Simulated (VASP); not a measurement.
Input of a VASP 6.6.1 run:

Contents of INCAR:

```
PREC = Accurate ; ENCUT = 520
EDIFF = 1E-8 ; ISMEAR = -1
SIGMA = 0.01 ; LREAL = Auto
LASPH = True ; NELM = 100
ALGO = Normal ; ISIF = 2
LWAVE = False ; LCHARG = False
GGA = PE ; LEFG = True
NELECT = 256.0 ; NBANDS = 158
KPAR = 4
```

The input KPOINTS:

```
regular mesh
0
Gamma
  3 3 3
```

The input POSCAR:

```
C16IO31
1.0
   -5.4970732800      5.4970732800      5.4970732800
    5.4970732800     -5.4970732800      5.4970732800
    5.4970732800      5.4970732800     -5.4970732800
C I O
16 1 31
Direct
    0.0000000000      0.0000000000      0.0000000000
    0.5000000000      0.5000000000      0.0000000000
    0.5000000000      0.0000000000      0.5000000000
    0.0000000000      0.5000000000      0.5000000000
    0.2500000000      0.5000000000      0.2500000000
    0.7500000000      0.0000000000      0.2500000000
    0.7500000000      0.5000000000      0.7500000000
    0.2500000000      0.0000000000      0.7500000000
    0.2500000000      0.2500000000      0.5000000000
    0.7500000000      0.7500000000      0.5000000000
    0.7500000000      0.2500000000      0.0000000000
    0.2500000000      0.7500000000      0.0000000000
    0.5000000000      0.2500000000      0.2500000000
    0.0000000000      0.7500000000      0.2500000000
    0.0000000000      0.2500000000      0.7500000000
    0.5000000000      0.7500000000      0.7500000000
    0.1225369800      0.1225369800      0.1225369800
    0.6225369800      0.6225369800      0.1225369800
    0.6225369800      0.1225369800      0.6225369800
    0.1225369800      0.6225369800      0.6225369800
    0.7500000000      0.5000000000      0.6274630200
    0.2500000000      0.0000000000      0.6274630200
    0.2500000000      0.5000000000      0.1274630200
    0.7500000000      0.0000000000      0.1274630200
    0.6274630200      0.7500000000      0.5000000000
    0.1274630200      0.2500000000      0.5000000000
    0.1274630200      0.7500000000      0.0000000000
    0.6274630200      0.2500000000      0.0000000000
    0.5000000000      0.6274630200      0.7500000000
    0.0000000000      0.1274630200      0.7500000000
    0.0000000000      0.6274630200      0.2500000000
    0.5000000000      0.1274630200      0.2500000000
    0.8774630200      0.8774630200      0.8774630200
    0.3774630200      0.3774630200      0.8774630200
    0.3774630200      0.8774630200      0.3774630200
    0.8774630200      0.3774630200      0.3774630200
    0.2500000000      0.5000000000      0.3725369800
    0.7500000000      0.0000000000      0.3725369800
    0.7500000000      0.5000000000      0.8725369800
    0.2500000000      0.0000000000      0.8725369800
    0.3725369800      0.2500000000      0.5000000000
    0.8725369800      0.7500000000      0.5000000000
    0.8725369800      0.2500000000      0.0000000000
    0.3725369800      0.7500000000      0.0000000000
    0.5000000000      0.3725369800      0.2500000000
    0.0000000000      0.8725369800      0.2500000000
    0.0000000000      0.3725369800      0.7500000000
    0.5000000000      0.8725369800      0.7500000000
```

Potentials or basis: VASP PAW PBE potentials, release 64 (C, I, O).

Run with:

```bash
$ cat potpaw_PBE.64/C/POTCAR potpaw_PBE.64/I/POTCAR potpaw_PBE.64/O/POTCAR > POTCAR
$ mpirun -np 4 vasp_std > vasp.out
```

**Question.** Predict the largest force.

**Answer.** 138.841 eV/Å.

Electric field gradients, principal values (V/Å²):
| atom | least | middle | greatest (by size) |
| --- | --- | --- | --- |
| 1 C | -22.582 | -22.582 | 45.163 |
| 2 C | 25.013 | 25.290 | -50.303 |
| 3 C | 25.013 | 25.290 | -50.303 |
| 4 C | 25.013 | 25.290 | -50.303 |
| 5 C | 24.285 | 25.777 | -50.062 |
| 6 C | 24.811 | 25.564 | -50.375 |
| 7 C | 25.033 | 25.243 | -50.276 |
| 8 C | 24.934 | 25.414 | -50.348 |
| 9 C | 24.285 | 25.777 | -50.062 |
| 10 C | 25.033 | 25.243 | -50.276 |
| 11 C | 24.934 | 25.414 | -50.348 |
| 12 C | 24.811 | 25.564 | -50.375 |
| 13 C | 24.285 | 25.777 | -50.062 |
| 14 C | 24.934 | 25.414 | -50.348 |
| 15 C | 24.811 | 25.564 | -50.375 |
| 16 C | 25.033 | 25.243 | -50.276 |
| 17 I | 759.604 | 759.604 | -1519.208 |
| 18 O | -33.007 | -34.072 | 67.079 |
| 19 O | -33.007 | -34.072 | 67.079 |
| 20 O | -33.007 | -34.072 | 67.079 |
| 21 O | -33.038 | -34.570 | 67.608 |
| 22 O | -32.178 | -33.857 | 66.034 |
| 23 O | -25.801 | -38.468 | 64.269 |
| 24 O | -32.221 | -36.979 | 69.200 |
| 25 O | -33.038 | -34.570 | 67.608 |
| 26 O | -25.801 | -38.468 | 64.269 |
| 27 O | -32.221 | -36.979 | 69.200 |
| 28 O | -32.178 | -33.857 | 66.034 |
| 29 O | -33.038 | -34.570 | 67.608 |
| 30 O | -32.221 | -36.979 | 69.200 |
| 31 O | -32.178 | -33.857 | 66.034 |
| 32 O | -25.801 | -38.468 | 64.269 |
| 33 O | -18.220 | -18.220 | 36.441 |
| 34 O | -33.226 | -34.914 | 68.140 |
| 35 O | -33.226 | -34.914 | 68.140 |
| 36 O | -33.226 | -34.914 | 68.140 |
| 37 O | -28.777 | -37.582 | 66.359 |
| 38 O | -31.604 | -34.308 | 65.912 |
| 39 O | -33.024 | -34.382 | 67.406 |
| 40 O | -35.113 | -37.936 | 73.049 |
| 41 O | -28.777 | -37.582 | 66.359 |
| 42 O | -33.024 | -34.382 | 67.406 |
| 43 O | -35.113 | -37.936 | 73.049 |
| 44 O | -31.604 | -34.308 | 65.912 |
| 45 O | -28.777 | -37.582 | 66.359 |
| 46 O | -35.113 | -37.936 | 73.049 |
| 47 O | -31.604 | -34.308 | 65.912 |
| 48 O | -33.024 | -34.382 | 67.406 |

Caveat: the cell carries a net charge on a neutralising background, which shifts energy and pressure; without QUAD_EFG the Cq values of the log hold for a quadrupole moment of 1 mb, not for the nuclei.
